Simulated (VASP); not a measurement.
# NaH (Fm-3m) in VASP: settings compared, part 2 of 2

VASP 6.6.1. Earlier steps stand in the parts before.

## 3. Single point, LDA

This run uses another cell than the first one, of 15.11 Å³/atom, 1.020 times its volume.

The input, INCAR:

```
PREC     = Accurate       # precision mode
ENCUT    = 520            # plane-wave cutoff, eV
EDIFF    = 1E-6           # SCF threshold, eV
ISMEAR   = -1             # smearing method
SIGMA    = 0.05           # smearing width, eV
LREAL    = F              # projectors in reciprocal space
LASPH    = T              # aspherical terms in the spheres
NELM     = 80             # most SCF steps
ALGO     = Normal         # electronic algorithm
ISIF     = 2              # what is computed and relaxed
LWAVE    = F              # write WAVECAR
LCHARG   = F              # write CHGCAR
GGA      = CA             # functional
NBANDS   = 11             # bands
```

The input, KPOINTS:

```
Automatic mesh
0
Gamma
  9 9 9
```

The input, POSCAR:

```
NaH
1.0
    0.0000000000      2.4721089453      2.4721089453
    2.4721089453      0.0000000000      2.4721089453
    2.4721089453      2.4721089453      0.0000000000
Na H
1 1
Direct
    0.0000000000      0.0000000000      0.0000000000
    0.5000000000      0.5000000000      0.5000000000
```

Potentials or basis: VASP PAW LDA potentials, release 64 (Na_pv, H).

On the command line:

```
> cat potpaw_LDA.64/Na_pv/POTCAR potpaw_LDA.64/H/POTCAR > POTCAR
> mpirun -np 1 vasp_std > vasp.out
```

It took 4.4 s on 1 thread of Intel Xeon 6975P-C (Granite Rapids), shared host; peak memory 0.13 GiB.

Results (log left out):

```
Free energy            : -5.3585 eV
Pressure               : -3.3 GPa
Band gap on the k mesh : 3.60 eV, indirect (least direct gap 4.32 eV)
```

Levels at points of the mesh, in eV from the valence-band top:
```tsv
k point	band 2	band 3	band 4	band 5	band 6	band 7
(0.00, 0.00, 0.00)	-22.23	-22.23	-3.53	9.86	14.77	14.77
```

## 4. Single point, LDA

This run uses another cell than the first one, of 15.40 Å³/atom, 1.039 times its volume.

The input, INCAR:

```
SYSTEM = NaH
PREC = Accurate ; ENCUT = 520
EDIFF = 1E-7 ; ISMEAR = -1
SIGMA = 0.05 ; LREAL = .FALSE.
LASPH = .TRUE. ; NELM = 100
ALGO = Normal ; ISIF = 2
LWAVE = .FALSE. ; LCHARG = .FALSE.
NBANDS = 11
```

The input, KPOINTS:

```
regular mesh
0
G
  9 9 9
  0 0 0
```

The input, POSCAR:

```
NaH
1.0
    0.0000000000      2.4878552867      2.4878552867
    2.4878552867      0.0000000000      2.4878552867
    2.4878552867      2.4878552867      0.0000000000
Na H
1 1
Direct
    0.0000000000      0.0000000000      0.0000000000
    0.5000000000      0.5000000000      0.5000000000
```

On the command line:

```
> cat potpaw_LDA.64/Na_pv/POTCAR potpaw_LDA.64/H/POTCAR > POTCAR
> mpirun -np 1 vasp_std > vasp.out
```

Wall time 4.7 s (1 thread of Intel Xeon 6975P-C (Granite Rapids), shared host); peak memory 0.13 GiB.

Results (log left out):

- Free energy: -5.3464 eV
- Pressure: -3.5 GPa
- Band gap on the k mesh: 3.57 eV, indirect (least direct gap 4.28 eV)

Levels at points of the mesh, in eV from the valence-band top:
| k point | band 2 | band 3 | band 4 | band 5 | band 6 | band 7 |
| --- | --- | --- | --- | --- | --- | --- |
| (0.00, 0.00, 0.00) | -22.26 | -22.26 | -3.48 | 9.70 | 14.63 | 14.63 |

A k mesh can miss the band edges.

## 5. Single point, r2SCAN

This run uses another cell than the first one, of 13.66 Å³/atom, 0.922 times its volume.

The input, POSCAR:

```
NaH
1.0
    0.0000000000      2.3901901053      2.3901901053
    2.3901901053      0.0000000000      2.3901901053
    2.3901901053      2.3901901053      0.0000000000
Na H
1 1
Direct
    0.0000000000      0.0000000000      0.0000000000
    0.5000000000      0.5000000000      0.5000000000
```

The input, INCAR.step1:

```
PREC = Accurate ; ENCUT = 520
ISMEAR = -1 ; SIGMA = 0.05
LREAL = F ; LASPH = T
NELM = 80 ; NBANDS = 11
GGA = PE ; ALGO = Normal
EDIFF = 1E-4 ; LWAVE = T
LCHARG = F
```

The input, INCAR.step2:

```
PREC = Accurate ; ENCUT = 520
EDIFF = 1E-6 ; ISMEAR = -1
SIGMA = 0.05 ; LREAL = F
LASPH = T ; NELM = 80
ALGO = Normal ; ISIF = 2
LWAVE = F ; LCHARG = F
METAGGA = R2SCAN ; LMIXTAU = T
NBANDS = 11 ; ISTART = 1
```

The input, KPOINTS:

```
regular mesh
0
Gamma
  9 9 9
```

Potentials or basis: VASP PAW PBE potentials, release 64 (Na_pv, H).

On the command line:

```
> cat potpaw_PBE.64/Na_pv/POTCAR potpaw_PBE.64/H/POTCAR > POTCAR
> cp INCAR.step1 INCAR
> mpirun -np 1 vasp_std > vasp.out
> cp INCAR.step2 INCAR
> mpirun -np 1 vasp_std > vasp.out
```

OUTCAR:

```text
PREC = Accurate
   ENCUT = 520
   EDIFF = 1E-6
   ISMEAR = -1
   LREAL = F
   LASPH = T
   NELM = 80
   ISIF = 2
   METAGGA = R2SCAN
   ISTART = 1

 ion  position               nearest neighbor table
   1  0.000  0.000  0.000-
   2  0.500  0.500  0.500-

  LATTYP: Found a face centered cubic cell.
 ALAT       =     4.7803802106

  Lattice vectors:

 A1 = (   0.0000000000,   2.3901901053,   2.3901901053)
 A2 = (   2.3901901053,   0.0000000000,   2.3901901053)
[... 520 lines left out ...]

------------------------ aborting loop because EDIFF is reached ----------------------------------------

  FORCE on cell =-STRESS in cart. coord.  units (eV):
  Direction    XX          YY          ZZ          XY          YZ          ZX
  --------------------------------------------------------------------------------------
  -------------------------------------------------------------------------------------
  Total       -0.0130684     -0.0130684     -0.0130684     -0.0000000     -0.0000000      0.0000000
  in kB       -0.7666666     -0.7666666     -0.7666666     -0.0000000     -0.0000000      0.0000000
  external PRESSURE =      -0.7666666 kB  Pullay stress =       0.0000000 kB

 VOLUME and BASIS-vectors are now :
 -----------------------------------------------------------------------------
  energy-cutoff  :      520.00
  volume of cell :       27.31
      direct lattice vectors                 reciprocal lattice vectors
     0.000000000  2.390190105  2.390190105    -0.209188382  0.209188382  0.209188382
     2.390190105  0.000000000  2.390190105     0.209188382 -0.209188382  0.209188382
     2.390190105  2.390190105  0.000000000     0.209188382  0.209188382 -0.209188382

 POSITION                                       TOTAL-FORCE (eV/Angst)
 -----------------------------------------------------------------------------------
      0.00000      0.00000      0.00000        -0.000000      0.000000     -0.000000
      2.39019      2.39019      2.39019         0.000000     -0.000000      0.000000
 -----------------------------------------------------------------------------------
    total drift:                               -0.000000     -0.000000      0.000000

  FREE ENERGIE OF THE ION-ELECTRON SYSTEM (eV)
  ---------------------------------------------------
  free  energy   TOTEN  =        -7.6027589735 eV

  energy  without entropy=       -7.6027589735  energy(sigma->0) =       -7.60275897
```

OSZICAR.step1:

```text
N       E                     dE             d eps       ncg     rms          rms(c)
DAV:   1     0.348755659520E+02    0.34876E+02   -0.46052E+03   770   0.766E+02
DAV:   2    -0.432482251385E+01   -0.39200E+02   -0.38598E+02   812   0.188E+02
DAV:   3    -0.550827189225E+01   -0.11834E+01   -0.11819E+01   940   0.315E+01
DAV:   4    -0.551558272153E+01   -0.73108E-02   -0.73102E-02   918   0.246E+00
DAV:   5    -0.551564662363E+01   -0.63902E-04   -0.63901E-04   893   0.234E-01    0.321E+00
DAV:   6    -0.517516908702E+01    0.34048E+00   -0.32072E-01   904   0.283E+00    0.150E+00
DAV:   7    -0.508077819494E+01    0.94391E-01   -0.32169E-01   872   0.219E+00    0.348E-01
DAV:   8    -0.508528111267E+01   -0.45029E-02   -0.98665E-03   827   0.975E-01    0.676E-02
DAV:   9    -0.508523987748E+01    0.41235E-04   -0.11126E-03   931   0.360E-01    0.233E-02
DAV:  10    -0.508522361482E+01    0.16263E-04   -0.58630E-05   523   0.498E-02
   1 F= -.50852236E+01 E0= -.50852236E+01  d E =-.407371E-10
```

Wall time 20 s (1 thread of Intel Xeon 6975P-C (Granite Rapids), shared host); peak memory 0.15 GiB.

What came out:

```yaml
Free_energy: -7.6028 eV
Pressure: -0.1 GPa
Band_gap_on_the_k_mesh: 4.74 eV, indirect (least direct gap 5.43 eV)
```

Caveat: the PAW data sets were made with another functional, which shifts forces and pressure a little.

## 6. Overview

```tsv
level	potentials or basis	cell	gap on the mesh (eV)	pressure (GPa)
LDA	VASP PAW LDA potentials, release 64 (Na_pv, H)	a = 3.474 Å, angles 60.0°, 2 atoms	3.63	-3.0
LDA	VASP PAW LDA potentials, release 64 (Na_pv, H)	a = 3.496 Å, angles 60.0°, 2 atoms	3.60	-3.3
LDA	VASP PAW LDA potentials, release 64 (Na_pv, H)	a = 3.518 Å, angles 60.0°, 2 atoms	3.57	-3.5
r2SCAN	VASP PAW PBE potentials, release 64 (Na_pv, H)	a = 3.380 Å, angles 60.0°, 2 atoms	4.74	-0.1
```

Alike in all rows: task single point; no spin polarisation; k mesh 9 × 9 × 9; cutoff (eV) 520; smearing fermi-dirac 0.05 eV.

Caveats: the PAW data sets were made with another functional, which shifts forces and pressure a little (some runs).

Total energies depend on the potentials used, so only differences within one code and one set of settings carry meaning.
